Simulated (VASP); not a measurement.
# WS2 in VASP: notebook

Runs on WS2. Level: PBE. Tasks: single point.

Everything below comes from runs of VASP 6.6.1. Logs are shortened: lines on timing, memory, paths and dates and some standing lists are left out, and cuts for length are marked.

## 1. The cell of the first run

The cell holds a slab with vacuum, 9 atoms: a = 3.183 Å, b = 3.183 Å, c = 28.532 Å, α = 90.00°, β = 90.00°, γ = 120.00°.

## 2. Single point, PBE

File INCAR:

```
SYSTEM = WS2
PREC = Accurate
ENCUT = 520
EDIFF = 1E-6
ISMEAR = 0
SIGMA = 0.02
LREAL = .False.
LASPH = .True.
NELM = 80
ALGO = Normal
ISIF = 2
LWAVE = .False.
LCHARG = .False.
GGA = PE
NBANDS = 49
```

File KPOINTS:

```
regular mesh
0
Gamma
  12 12 1
  0 0 0
```

File POSCAR:

```
WS2
1.0
    3.1829541699      0.0000000000      0.0000000000
   -1.5914770850      2.7565191702      0.0000000000
    0.0000000000      0.0000000000     28.5322178600
W S
3 6
Direct
    0.6666666667      0.3333333333      0.6592864300
    0.3333333333      0.6666666667      0.8855337800
    0.3333333333      0.6666666667      0.4343616800
    0.6666666667      0.3333333333      0.9401857300
    0.6666666667      0.3333333333      0.4890304200
    0.3333333333      0.6666666667      0.7139522100
    0.6666666667      0.3333333333      0.8308482800
    0.6666666667      0.3333333333      0.3797102500
    0.3333333333      0.6666666667      0.6046252100
```

Potentials or basis: VASP PAW PBE potentials, release 64 (W_sv, S).

The run is started by

```sh
> cat potpaw_PBE.64/W_sv/POTCAR potpaw_PBE.64/S/POTCAR > POTCAR
> mpirun -np 1 vasp_std > vasp.out
```

OUTCAR:

```text
SYSTEM = WS2
   PREC = Accurate
   ENCUT = 520
   EDIFF = 1E-6
   ISMEAR = 0
   LREAL = .False.
   LASPH = .True.
   NELM = 80
   ISIF = 2
   GGA = PE

 ion  position               nearest neighbor table
   1  0.667  0.333  0.659-   9 2.41   9 2.41   9 2.41   6 2.41   6 2.41   6 2.41
   2  0.333  0.667  0.886-   4 2.41   4 2.41   4 2.41   7 2.41   7 2.41   7 2.41
   3  0.333  0.667  0.434-   8 2.41   8 2.41   8 2.41   5 2.41   5 2.41   5 2.41
   4  0.667  0.333  0.940-   2 2.41   2 2.41   2 2.41
   5  0.667  0.333  0.489-   3 2.41   3 2.41   3 2.41
   6  0.333  0.667  0.714-   1 2.41   1 2.41   1 2.41
   7  0.667  0.333  0.831-   2 2.41   2 2.41   2 2.41
   8  0.667  0.333  0.380-   3 2.41   3 2.41   3 2.41
   9  0.333  0.667  0.605-   1 2.41   1 2.41   1 2.41

  LATTYP: Found a hexagonal cell.
 ALAT       =     3.1829541699
 C/A-ratio  =     8.9640680754

  Lattice vectors:

 A1 = (   3.1829541699,   0.0000000000,   0.0000000000)
 A2 = (  -1.5914770850,   2.7565191702,   0.0000000000)
 A3 = (   0.0000000000,   0.0000000000,  28.5322178600)

Analysis of symmetry for initial positions (statically):
=====================================================================
 Subroutine PRICEL returns:
 Original cell was already a primitive cell.

 Routine SETGRP: Setting up the symmetry group for a
 hexagonal supercell.

 Subroutine GETGRP returns: Found  6 space group operations
 (whereof  6 operations were pure point group operations)
 out of a pool of 24 trial point group operations.

The static configuration has the point symmetry C_3v.

Analysis of symmetry for dynamics (positions and initial velocities):
=====================================================================
 Subroutine PRICEL returns:
 Original cell was already a primitive cell.

 Routine SETGRP: Setting up the symmetry group for a
 hexagonal supercell.

 Subroutine GETGRP returns: Found  6 space group operations
 (whereof  6 operations were pure point group operations)
 out of a pool of 24 trial point group operations.

The dynamic configuration has the point symmetry C_3v.

 Subroutine INISYM returns: Found  6 space group operations
 (whereof  6 operations are pure point group operations),
 and found     1 'primitive' translations

----------------------------------------------------------------------------------------

                                     Primitive cell

  volume of cell :     250.3381

  direct lattice vectors                    reciprocal lattice vectors
     3.182954170  0.000000000  0.000000000     0.314173547  0.181388182  0.000000000
    -1.591477085  2.756519170  0.000000000     0.000000000  0.362776363  0.000000000
     0.000000000  0.000000000 28.532217860     0.000000000  0.000000000  0.035048099

  length of vectors
     3.182954170  3.182954170 28.532217860     0.362776363  0.362776363  0.035048099

  position of ions in fractional coordinates (direct lattice)
     0.666666667  0.333333333  0.659286430
     0.333333333  0.666666667  0.885533780
     0.333333333  0.666666667  0.434361680
     0.666666667  0.333333333  0.940185730
     0.666666667  0.333333333  0.489030420
     0.333333333  0.666666667  0.713952210
     0.666666667  0.333333333  0.830848280
     0.666666667  0.333333333  0.379710250
     0.333333333  0.666666667  0.604625210

  ion indices of the primitive-cell ions
   primitive index   ion index
                 1           1
                 2           2
                 3           3
                 4           4
                 5           5
                 6           6
                 7           7
                 8           8
                 9           9

----------------------------------------------------------------------------------------

 KPOINTS: regular mesh

Automatic generation of k-mesh.
 Grid dimensions read from file:
 generate k-points for:   12   12    1

 Generating k-lattice:

  Cartesian coordinates                     Fractional coordinates (reciprocal lattice)
     0.026181129  0.015115682  0.000000000     0.083333333  0.000000000  0.000000000
     0.000000000  0.030231364  0.000000000     0.000000000  0.083333333  0.000000000
     0.000000000  0.000000000  0.035048099     0.000000000  0.000000000  1.000000000

  Length of vectors
     0.030231364  0.030231364  0.035048099

  Shift w.r.t. Gamma in fractional coordinates (k-lattice)
     0.000000000  0.000000000  0.000000000

 Subroutine IBZKPT returns following result:
 ===========================================

 Found     19 irreducible k-points:

 Following reciprocal coordinates:
            Coordinates               Weight
  0.000000  0.000000  0.000000      1.000000
  0.083333  0.000000  0.000000      6.000000
  0.166667  0.000000  0.000000      6.000000
  0.250000  0.000000  0.000000      6.000000
  0.333333  0.000000  0.000000      6.000000
  0.416667  0.000000  0.000000      6.000000
[... 11 lines left out ...]
  0.333333  0.250000  0.000000     12.000000
  0.333333  0.333333  0.000000      2.000000
   k-points           NKPTS =     19   k-points in BZ     NKDIM =     19   number of bands    NBANDS=     49
   number of dos      NEDOS =    301   number of ions     NIONS =      9
   total plane-waves  NPLWV = 124416
   dimension x,y,z NGX =    24 NGY =   24 NGZ =  216
   dimension x,y,z NGXF=    48 NGYF=   48 NGZF=  432
   ions per type =               3   6
   NGX,Y,Z   is equivalent  to a cutoff of  12.54, 12.54, 12.59 a.u.
   NGXF,Y,Z  is equivalent  to a cutoff of  25.07, 25.07, 25.17 a.u.
 SYSTEM =  WS2
   PREC   = accura    normal or accurate (medium, high low for compatibility)
   ISTART =      0    job   : 0-new  1-cont  2-samecut
   ICHARG =      2    charge: 1-file 2-atom 10-const
   ISPIN  =      1    spin polarized calculation?
   LNONCOLLINEAR =      F non collinear calculations
   LSORBIT =      F    spin-orbit coupling
   LASPH  =      T    aspherical Exc in radial PAW
   ENCUT  =  520.0 eV  38.22 Ry    6.18 a.u.   5.92  5.92 53.05*2*pi/ulx,y,z
   NELM   =     80;   NELMIN=  2; NELMDL= -5     # of ELM steps
   EDIFF  = 0.1E-05   stopping-criterion for ELM
   LREAL  =      F    real-space projection
   EDIFFG = 0.1E-04   stopping-criterion for IOM
   NSW    =      0    number of steps for IOM
   IBRION =     -1    ionic relax: 0-MD 1-quasi-New 2-CG
   NFREE  =      0    steps in history (QN), initial steepest desc. (CG)
   ISIF   =      2    stress and relaxation
   ISYM   =      2    0-nonsym 1-usesym 2-fastsym
   POTIM  = 0.5000    time-step for ionic-motion
   TEBEG  =    0.0;   TEEND  =   0.0 temperature during run
   PSTRESS=    0.0 pullay stress
   NELECT =      78.0000    total number of electrons
   NUPDOWN=      -1.0000    fix difference up-down
   EMIN   =  10.00;   EMAX   =-10.00  energy-range for DOS
   EFERMI =   0.00;   METHOD = LEGACY
   ISMEAR =     0;   SIGMA  =   0.02  broadening in eV -4-tet -1-fermi 0-gaus
   EFERMI_NEDOS =   21; number of points for ismear=-14 and -15
   IALGO  =     38    algorithm
   IMIX   =      4    mixing-type and parameters
     AMIX     =   0.40;   BMIX     =  1.00
     AMIX_MAG =   1.60;   BMIX_MAG =  1.00
  volume/ion in A,a.u.               =      27.82       187.71
  Fermi-wavevector in a.u.,A,eV,Ry     =   1.109849  2.097311 16.759190  1.231766
  Thomas-Fermi vector in A             =   2.246394
   LORBIT       =      0    0 simple, 1 ext, 2 COOP (PROOUT), +10 PAW based schemes
   GGA     = PE    functional components
   LHFCALC =     F    Hartree Fock is set to
   AEXX    =    0.0000 exact exchange contribution
   IVDW    =     0    specifies the selected vdW correction
   LEPSILON=     F    determine dielectric tensor
   LRPA    =     F    only Hartree local field effects (RPA)
 non-spin polarized calculation
 Gauss-broadening in eV      SIGMA  =   0.02
  energy-cutoff  :      520.00
  volume of cell :      250.34
 maximum number of plane-waves:      6780
 NGX is ok and might be reduce to    24
   NGX = 11   NGY = 11   NGZ =107

 number of electron      78.0000002 magnetization

 Free energy of the ion-electron system (eV)
  ---------------------------------------------------
  ext. energy  EPLUGINS =         0.00000000
  ---------------------------------------------------
  free energy    TOTEN  =       -70.98623518 eV

  energy without entropy =      -70.98623518  energy(sigma->0) =      -70.98623518

 E-fermi :   3.0621     XC(G=0):  -7.4568

 val. band max:        2.7338902721   @ k =   0.0000   0.0000   0.0000
 cond. band min:       4.0919257685   @ k =   0.3333   0.3333   0.0000
 fundamental gap:      1.3580354964
 Fermi energy:         3.0620895589

 k-point     1 :       0.0000    0.0000    0.0000
  band No.  band energies     occupation
      1     -71.7180      2.00000
      2     -71.7166      2.00000
      3     -71.7165      2.00000
      4     -35.9558      2.00000
      5     -35.9542      2.00000
      6     -35.9540      2.00000
[... 41 lines left out ...]
     48       5.3701      0.00000
     49       5.3940      0.00000

 k-point     2 :       0.0833    0.0000    0.0000
  band No.  band energies     occupation
      1     -71.7169      2.00000
      2     -71.7154      2.00000
      3     -71.7154      2.00000
      4     -35.9517      2.00000
      5     -35.9501      2.00000
      6     -35.9499      2.00000
[... 41 lines left out ...]
     48       5.3004      0.00000
     49       5.4077      0.00000

 k-point     3 :       0.1667    0.0000    0.0000
  band No.  band energies     occupation
      1     -71.7138      2.00000
      2     -71.7124      2.00000
      3     -71.7123      2.00000
      4     -35.9405      2.00000
      5     -35.9389      2.00000
      6     -35.9387      2.00000
[... 821 lines left out ...]
     48       6.1671      0.00000
     49       7.4585      0.00000

 k-point    19 :       0.3333    0.3333    0.0000
  band No.  band energies     occupation
      1     -71.6992      2.00000
      2     -71.6978      2.00000
      3     -71.6977      2.00000
      4     -36.0587      2.00000
      5     -36.0571      2.00000
      6     -36.0568      2.00000
[... 41 lines left out ...]
     48       6.3615      0.00000
     49       7.7965      0.00000

------------------------ aborting loop because EDIFF is reached ----------------------------------------

  FORCE on cell =-STRESS in cart. coord.  units (eV):
  Direction    XX          YY          ZZ          XY          YZ          ZX
  --------------------------------------------------------------------------------------
  -------------------------------------------------------------------------------------
  Total        1.3774135      1.3774135      2.9587771     -0.0000000      0.0000000      0.0000000
  in kB        8.8155208      8.8155208     18.9363339     -0.0000000      0.0000000      0.0000000
  external PRESSURE =      12.1891252 kB  Pullay stress =       0.0000000 kB

 VOLUME and BASIS-vectors are now :
 -----------------------------------------------------------------------------
  energy-cutoff  :      520.00
  volume of cell :      250.34
      direct lattice vectors                 reciprocal lattice vectors
     3.182954170  0.000000000  0.000000000     0.314173547  0.181388182  0.000000000
    -1.591477085  2.756519170  0.000000000     0.000000000  0.362776363  0.000000000
     0.000000000  0.000000000 28.532217860     0.000000000  0.000000000  0.035048099

 POSITION                                       TOTAL-FORCE (eV/Angst)
 -----------------------------------------------------------------------------------
      1.59148      0.91884     18.81090        -0.000000      0.000000      0.004103
     -0.00000      1.83768     25.26624         0.000000     -0.000000      0.002889
     -0.00000      1.83768     12.39330         0.000000     -0.000000     -0.012371
      1.59148      0.91884     26.82558         0.000000     -0.000000      0.267617
      1.59148      0.91884     13.95312         0.000000     -0.000000      0.205845
     -0.00000      1.83768     20.37064         0.000000      0.000000      0.212942
      1.59148      0.91884     23.70594         0.000000      0.000000     -0.203262
      1.59148      0.91884     10.83398         0.000000      0.000000     -0.268877
     -0.00000      1.83768     17.25130        -0.000000      0.000000     -0.208887
 -----------------------------------------------------------------------------------
    total drift:                                0.000000      0.000000     -0.000295

  FREE ENERGIE OF THE ION-ELECTRON SYSTEM (eV)
  ---------------------------------------------------
  free  energy   TOTEN  =       -70.9862351834 eV

  energy  without entropy=      -70.9862351834  energy(sigma->0) =      -70.98623518
```

Run time: 13 min. Hardware: 1 thread of AMD EPYC 7R13, shared host; peak memory 0.41 GiB.

Results:

```yaml
Free_energy: -70.9862 eV
Largest_force: 0.269 eV/Å
Band_gap_on_the_k_mesh: 1.36 eV, indirect (least direct gap 1.76 eV)
```

Forces on the atoms (eV/Å):
```
W    0.000  0.000  0.004
W    0.000  0.000  0.003
W    0.000  0.000 -0.012
S    0.000  0.000  0.268
S    0.000  0.000  0.206
S    0.000  0.000  0.213
S    0.000  0.000 -0.203
S    0.000  0.000 -0.269
S    0.000  0.000 -0.209
```

Levels at points of the mesh, in eV from the valence-band top:
```tsv
k point	band 36	band 37	band 38	band 39	band 40	band 41	band 42	band 43
(0.00, 0.00, 0.00)	-1.93	-0.68	-0.30	0.00	2.45	2.45	2.45	2.45
(0.50, 0.00, 0.00)	-1.71	-1.41	-1.37	-1.33	2.40	2.41	2.42	2.81
```

Caveat: spin-orbit coupling is left out, which moves the levels of the heavy elements.

## 3. Single point, PBE

File INCAR:

```
  ALGO = Normal
  EDIFF = 1E-7
  ENCUT = 520
  GGA = PE
  ISIF = 2
  ISMEAR = 0
  LASPH = True
  LCHARG = False
  LREAL = False
  LWAVE = False
  NBANDS = 49
  NELM = 80
  PREC = Accurate
  SIGMA = 0.1
```

File KPOINTS:

```
k-points
0
Gamma
  6 6 1
```

File POSCAR:

```
WS2
1.0
    3.1829541699      0.0000000000      0.0000000000
   -1.5914770850      2.7565191702      0.0000000000
    0.0000000000      0.0000000000     28.5322178600
W S
3 6
Direct
    0.6666666700      0.3333333300      0.6592864300
    0.3333333300      0.6666666700      0.8855337800
    0.3333333300      0.6666666700      0.4343616800
    0.6666666700      0.3333333300      0.9401857300
    0.6666666700      0.3333333300      0.4890304200
    0.3333333300      0.6666666700      0.7139522100
    0.6666666700      0.3333333300      0.8308482800
    0.6666666700      0.3333333300      0.3797102500
    0.3333333300      0.6666666700      0.6046252100
```

Potentials or basis: VASP PAW PBE potentials, release 64 (W_sv, S).

The run is started by

```sh
> cat potpaw_PBE.64/W_sv/POTCAR potpaw_PBE.64/S/POTCAR > POTCAR
> mpirun -np 1 vasp_std > vasp.out
```

It took 6.4 min on 1 thread of AMD EPYC 7R13, shared host; peak memory 0.33 GiB.

Results (log left out):

```
Free energy            : -70.9791 eV
Largest force          : 0.273 eV/Å
Band gap on the k mesh : 1.36 eV, indirect (least direct gap 1.76 eV)
```

Forces on the atoms (eV/Å):
```
W    0.000  0.000  0.004
W    0.000  0.000  0.003
W    0.000  0.000 -0.012
S    0.000  0.000  0.272
S    0.000  0.000  0.211
S    0.000  0.000  0.218
S    0.000  0.000 -0.208
S    0.000  0.000 -0.273
S    0.000  0.000 -0.214
```

Levels at points of the mesh, in eV from the valence-band top:
| k point | band 36 | band 37 | band 38 | band 39 | band 40 | band 41 | band 42 | band 43 |
| --- | --- | --- | --- | --- | --- | --- | --- | --- |
| (0.00, 0.00, 0.00) | -1.93 | -0.68 | -0.30 | 0.00 | 2.45 | 2.45 | 2.45 | 2.45 |
| (0.50, 0.00, 0.00) | -1.70 | -1.41 | -1.36 | -1.33 | 2.40 | 2.41 | 2.42 | 2.81 |

Caveat: spin-orbit coupling is left out, which moves the levels of the heavy elements.
